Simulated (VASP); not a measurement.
# Al (I4_122) in VASP: a series of runs

Al is run at these levels: PBE; tasks: single point, relaxation of cell and atoms.

All numbers are computed with VASP 6.6.1; they aren't measurements. Logs are shortened: lines on timing, memory, paths and dates and some standing lists are left out, and cuts for length are marked.

### 1 The cell of the first run

Symmetry: I4_122, No. 98, tetragonal system. Conventional cell: a = 7.266 Å, b = 7.266 Å, c = 4.345 Å, α = 90.00°, β = 90.00°, γ = 90.00°. Within 3.3 Å of Al (site symmetry 222) lie 8 Al at 2.47 to 3.29 Å. Al (site symmetry 2) has 4 Al at 2.33 to 2.47 Å within 3.1 Å.

The cell was generated, and may not be a known phase.

### 2 Single point, PBE

Contents of INCAR:

```
ALGO = Normal
EDIFF = 1E-7
ENCUT = 520
GGA = PE
ISIF = 2
ISMEAR = 0
LASPH = True
LCHARG = False
LREAL = False
LWAVE = False
NBANDS = 18
NELM = 60
PREC = Accurate
SIGMA = 0.1
```

Contents of KPOINTS:

```
k-points
0
Gamma
  6 6 6
```

Contents of POSCAR:

```
Al
1.0
   -3.6330055000      3.6330055000      2.1725438900
    3.6330055000     -3.6330055000      2.1725438900
    3.6330055000      3.6330055000     -2.1725438900
Al
6
Direct
    0.5000000000      0.5000000000      0.0000000000
    0.2500000000      0.7500000000      0.5000000000
    0.8251750700      0.6250000000      0.7001750700
    0.9248249300      0.1250000000      0.2998249300
    0.3750000000      0.1748249300      0.2998249300
    0.8750000000      0.0751750700      0.7001750700
```

Potentials or basis: VASP PAW PBE potentials, release 64 (Al).

Started as:

```bash
$ cat potpaw_PBE.64/Al/POTCAR > POTCAR
$ mpirun -np 1 vasp_std > vasp.out
```

OUTCAR:

```text
EDIFF = 1E-7
   ENCUT = 520
   GGA = PE
   ISIF = 2
   ISMEAR = 0
   LASPH = True
   LREAL = False
   NELM = 60
   PREC = Accurate

 ion  position               nearest neighbor table
   1  0.500  0.500  0.000-   4 2.47   3 2.47   5 2.47   6 2.47   6 3.29   4 3.29   5 3.29   3 3.29

   2  0.250  0.750  0.500-   6 2.47   3 2.47   5 2.47   4 2.47   3 3.29   4 3.29   6 3.29   5 3.29

   3  0.825  0.625  0.700-   5 2.33   6 2.33   1 2.47   2 2.47   5 3.27   6 3.27   1 3.29   2 3.29

   4  0.925  0.125  0.300-   5 2.33   6 2.33   2 2.47   1 2.47   6 3.27   5 3.27   2 3.29   1 3.29

   5  0.375  0.175  0.300-   3 2.33   4 2.33   1 2.47   2 2.47   4 3.27   3 3.27   1 3.29   2 3.29

   6  0.875  0.075  0.700-   3 2.33   4 2.33   1 2.47   2 2.47   4 3.27   3 3.27   1 3.29   2 3.29

  LATTYP: Found a body centered tetragonal cell.
 ALAT       =     7.2660110000
 C/A-ratio  =     0.5980018170

  Lattice vectors:

 A1 = (  -3.6330055000,   3.6330055000,   2.1725438900)
 A2 = (   3.6330055000,  -3.6330055000,   2.1725438900)
 A3 = (   3.6330055000,   3.6330055000,  -2.1725438900)

Analysis of symmetry for initial positions (statically):
=====================================================================
 Subroutine PRICEL returns:
 Original cell was already a primitive cell.

 Routine SETGRP: Setting up the symmetry group for a
 body centered tetragonal supercell.

 Subroutine GETGRP returns: Found  8 space group operations
 (whereof  4 operations were pure point group operations)
 out of a pool of 16 trial point group operations.

The static configuration has the point symmetry D_2 .
 The point group associated with its full space group is D_4 .

Analysis of symmetry for dynamics (positions and initial velocities):
=====================================================================
 Subroutine PRICEL returns:
 Original cell was already a primitive cell.

 Routine SETGRP: Setting up the symmetry group for a
 body centered tetragonal supercell.

 Subroutine GETGRP returns: Found  8 space group operations
 (whereof  4 operations were pure point group operations)
 out of a pool of 16 trial point group operations.

The dynamic configuration has the point symmetry D_2 .
 The point group associated with its full space group is D_4 .

 Subroutine INISYM returns: Found  8 space group operations
 (whereof  4 operations are pure point group operations),
 and found     1 'primitive' translations

----------------------------------------------------------------------------------------

                                     Primitive cell

  volume of cell :     114.6993

  direct lattice vectors                    reciprocal lattice vectors
    -3.633005500  3.633005500  2.172543890     0.000000000  0.137627097  0.230144948
     3.633005500 -3.633005500  2.172543890     0.137627097  0.000000000  0.230144948
     3.633005500  3.633005500 -2.172543890     0.137627097  0.137627097  0.000000000

  length of vectors
     5.578297669  5.578297669  5.578297669     0.268156512  0.268156512  0.194634107

  position of ions in fractional coordinates (direct lattice)
     0.500000000  0.500000000  0.000000000
     0.250000000  0.750000000  0.500000000
     0.825175070  0.625000000  0.700175070
     0.924824930  0.125000000  0.299824930
     0.375000000  0.174824930  0.299824930
     0.875000000  0.075175070  0.700175070

  ion indices of the primitive-cell ions
   primitive index   ion index
                 1           1
                 2           2
                 3           3
                 4           4
                 5           5
                 6           6

----------------------------------------------------------------------------------------

 KPOINTS: k-points

Automatic generation of k-mesh.
 Grid dimensions read from file:
 generate k-points for:    6    6    6

 Generating k-lattice:

  Cartesian coordinates                     Fractional coordinates (reciprocal lattice)
     0.000000000  0.022937849  0.038357491     0.166666667 -0.000000000  0.000000000
     0.022937849  0.000000000  0.038357491    -0.000000000  0.166666667  0.000000000
     0.022937849  0.022937849  0.000000000     0.000000000  0.000000000  0.166666667

  Length of vectors
     0.044692752  0.044692752  0.032439018

  Shift w.r.t. Gamma in fractional coordinates (k-lattice)
     0.000000000  0.000000000  0.000000000

 Subroutine IBZKPT returns following result:
 ===========================================

 Found     30 irreducible k-points:

 Following reciprocal coordinates:
            Coordinates               Weight
  0.000000  0.000000  0.000000      1.000000
  0.166667  0.000000  0.000000      8.000000
  0.333333  0.000000 -0.000000      8.000000
  0.500000  0.000000 -0.000000      4.000000
  0.166667  0.166667  0.000000      8.000000
  0.333333  0.166667 -0.000000     16.000000
[... 16 lines left out ...]
 -0.333333 -0.333333  0.166667      8.000000
 -0.166667 -0.333333  0.166667      8.000000
 [... further k-points ...]
   k-points           NKPTS =     30   k-points in BZ     NKDIM =     30   number of bands    NBANDS=     18
   number of dos      NEDOS =    301   number of ions     NIONS =      6
   total plane-waves  NPLWV =  74088
   dimension x,y,z NGX =    42 NGY =   42 NGZ =   42
   dimension x,y,z NGXF=    84 NGYF=   84 NGZF=   84
   ions per type =               6
   NGX,Y,Z   is equivalent  to a cutoff of  12.52, 12.52, 12.52 a.u.
   NGXF,Y,Z  is equivalent  to a cutoff of  25.03, 25.03, 25.03 a.u.
 SYSTEM =  unknown system
   PREC   = accura    normal or accurate (medium, high low for compatibility)
   ISTART =      0    job   : 0-new  1-cont  2-samecut
   ICHARG =      2    charge: 1-file 2-atom 10-const
   ISPIN  =      1    spin polarized calculation?
   LNONCOLLINEAR =      F non collinear calculations
   LSORBIT =      F    spin-orbit coupling
   LASPH  =      T    aspherical Exc in radial PAW
   ENCUT  =  520.0 eV  38.22 Ry    6.18 a.u.  10.37 10.37 10.37*2*pi/ulx,y,z
   NELM   =     60;   NELMIN=  2; NELMDL= -5     # of ELM steps
   EDIFF  = 0.1E-06   stopping-criterion for ELM
   LREAL  =      F    real-space projection
   EDIFFG = 0.1E-05   stopping-criterion for IOM
   NSW    =      0    number of steps for IOM
   IBRION =     -1    ionic relax: 0-MD 1-quasi-New 2-CG
   NFREE  =      0    steps in history (QN), initial steepest desc. (CG)
   ISIF   =      2    stress and relaxation
   ISYM   =      2    0-nonsym 1-usesym 2-fastsym
   POTIM  = 0.5000    time-step for ionic-motion
   TEBEG  =    0.0;   TEEND  =   0.0 temperature during run
   PSTRESS=    0.0 pullay stress
   NELECT =      18.0000    total number of electrons
   NUPDOWN=      -1.0000    fix difference up-down
   EMIN   =  10.00;   EMAX   =-10.00  energy-range for DOS
   EFERMI =   0.00;   METHOD = LEGACY
   ISMEAR =     0;   SIGMA  =   0.10  broadening in eV -4-tet -1-fermi 0-gaus
   EFERMI_NEDOS =   21; number of points for ismear=-14 and -15
   IALGO  =     38    algorithm
   IMIX   =      4    mixing-type and parameters
     AMIX     =   0.40;   BMIX     =  1.00
     AMIX_MAG =   1.60;   BMIX_MAG =  1.00
  volume/ion in A,a.u.               =      19.12       129.00
  Fermi-wavevector in a.u.,A,eV,Ry     =   0.883037  1.668697 10.609196  0.779754
  Thomas-Fermi vector in A             =   2.003749
   LORBIT       =      0    0 simple, 1 ext, 2 COOP (PROOUT), +10 PAW based schemes
   GGA     = PE    functional components
   LHFCALC =     F    Hartree Fock is set to
   AEXX    =    0.0000 exact exchange contribution
   IVDW    =     0    specifies the selected vdW correction
   LEPSILON=     F    determine dielectric tensor
   LRPA    =     F    only Hartree local field effects (RPA)
 non-spin polarized calculation
 Gauss-broadening in eV      SIGMA  =   0.10
  energy-cutoff  :      520.00
  volume of cell :      114.70
 maximum number of plane-waves:      3117
 NGX is ok and might be reduce to    42
   NGX = 21   NGY = 21   NGZ = 21

 number of electron      18.0000000 magnetization

 Free energy of the ion-electron system (eV)
  ---------------------------------------------------
  ext. energy  EPLUGINS =         0.00000000
  ---------------------------------------------------
  free energy    TOTEN  =       -17.23947110 eV

  energy without entropy =      -17.22375988  energy(sigma->0) =      -17.23161549

 E-fermi :   6.0759     XC(G=0):  -9.4744

 val. band max:        6.0667836182   @ k =  -0.3333   0.3333   0.1667
 cond. band min:       6.1181151490   @ k =   0.1667   0.1667   0.0000
 fundamental gap:      0.0513315308
 Fermi energy:         6.0758943462

 k-point     1 :       0.0000    0.0000    0.0000
  band No.  band energies     occupation
      1      -4.1606      2.00000
      2       0.5250      2.00000
      3       1.2775      2.00000
      4       1.2775      2.00000
      5       2.7179      2.00000
      6       4.8158      2.00000
[... 10 lines left out ...]
     17       8.8455      0.00000
     18      13.5514      0.00000

 k-point     2 :       0.1667    0.0000    0.0000
  band No.  band energies     occupation
      1      -3.8785      2.00000
      2       0.2269      2.00000
      3       1.0919      2.00000
      4       1.9922      2.00000
      5       2.7983      2.00000
      6       3.3502      2.00000
[... 10 lines left out ...]
     17      11.2938      0.00000
     18      11.4787      0.00000

 k-point     3 :       0.3333    0.0000   -0.0000
  band No.  band energies     occupation
      1      -3.0419      2.00000
      2      -0.0156      2.00000
      3       0.4893      2.00000
      4       1.1560      2.00000
      5       1.8914      2.00000
      6       2.6695      2.00000
[... 412 lines left out ...]
 k-point    23 :      -0.3333   -0.3333    0.1667
  band No.  band energies     occupation
      1      -1.8731      2.00000
      2      -1.1641      2.00000
      3      -0.5433      2.00000
      4       0.0612      2.00000
      5       2.2578      2.00000
      6       2.9729      2.00000
[... 10 lines left out ...]
     17      11.5772      0.00000
     18      11.9183      0.00000

 k-point    24 :      -0.1667   -0.3333    0.1667
  band No.  band energies     occupation
      1      -2.2155      2.00000
      2      -0.6824      2.00000
      3       0.2562      2.00000
      4       0.5561      2.00000
      5       1.9025      2.00000
      6       2.7693      2.00000
[... 10 lines left out ...]
     17      11.6916      0.00000
     18      11.9889      0.00000

 [... further k-points ...]

------------------------ aborting loop because EDIFF is reached ----------------------------------------

  FORCE on cell =-STRESS in cart. coord.  units (eV):
  Direction    XX          YY          ZZ          XY          YZ          ZX
  --------------------------------------------------------------------------------------
  -------------------------------------------------------------------------------------
  Total       12.6449113     12.6449113     11.0255621     -0.0000000      0.0000000      0.0000000
  in kB      176.6305047    176.6305047    154.0106166     -0.0000000      0.0000000      0.0000000
  external PRESSURE =     169.0905420 kB  Pullay stress =       0.0000000 kB

 VOLUME and BASIS-vectors are now :
 -----------------------------------------------------------------------------
  energy-cutoff  :      520.00
  volume of cell :      114.70
      direct lattice vectors                 reciprocal lattice vectors
    -3.633005500  3.633005500  2.172543890     0.000000000  0.137627097  0.230144948
     3.633005500 -3.633005500  2.172543890     0.137627097  0.000000000  0.230144948
     3.633005500  3.633005500 -2.172543890     0.137627097  0.137627097  0.000000000

 POSITION                                       TOTAL-FORCE (eV/Angst)
 -----------------------------------------------------------------------------------
      0.00000      0.00000      2.17254        -0.000000      0.000000      0.000000
      3.63301     -0.00000      1.08627        -0.000000      0.000000      0.000000
      1.81650      3.27098      1.62941        -0.000000      3.013753      0.000000
     -1.81650      3.99503      1.62941        -0.000000     -3.013753      0.000000
      0.36203      1.81650      0.54314        -3.013753      0.000000      0.000000
     -0.36203      5.44951      0.54314         3.013753      0.000000      0.000000
 -----------------------------------------------------------------------------------
    total drift:                               -0.000000      0.000000     -0.000000

  FREE ENERGIE OF THE ION-ELECTRON SYSTEM (eV)
  ---------------------------------------------------
  free  energy   TOTEN  =       -17.2394710993 eV

  energy  without entropy=      -17.2237598778  energy(sigma->0) =      -17.23161549
```

Run time: 95 s. Hardware: 1 thread of AMD EPYC 7R43 (Zen 3), shared host; peak memory 0.22 GiB.

Results:

* Free energy: -17.2395 eV
* Pressure: 16.9 GPa
* Largest force: 3.014 eV/Å
* Band gap on the k mesh: zero (bands 9 and 10 overlap by 2.12 eV)

Forces in eV/Å, atoms in the order of the input:
```
Al   0.000  0.000  0.000
Al   0.000  0.000  0.000
Al   0.000  3.014  0.000
Al   0.000 -3.014  0.000
Al  -3.014  0.000  0.000
Al   3.014  0.000  0.000
```

Levels at points of the mesh, in eV from the Fermi level:
| k point | band 6 | band 7 | band 8 | band 9 | band 10 | band 11 | band 12 | band 13 |
| --- | --- | --- | --- | --- | --- | --- | --- | --- |
| (0.00, 0.00, 0.00) | -1.26 | -0.79 | -0.77 | -0.77 | -0.38 | 0.30 | 0.30 | 0.81 |
| (0.50, 0.00, 0.00) | -3.94 | -1.42 | -1.37 | -0.32 | -0.03 | 0.52 | 1.23 | 2.90 |
| (0.50, 0.50, 0.00) | -1.96 | -1.80 | -1.72 | -1.20 | -0.43 | 1.15 | 2.29 | 2.71 |
| (0.50, 0.50, 0.50) | -2.73 | 0.63 | 1.23 | 1.38 | 1.38 | 1.45 | 2.45 | 3.04 |

Caveat: the cell stands under pressure; forces of over 1 eV/Å act on the atoms, so gaps and moduli don't describe the material at rest.

(Part 1 of 2 ends here.)

The gap in the log of VASP goes by the Fermi energy; the results here count the filled bands.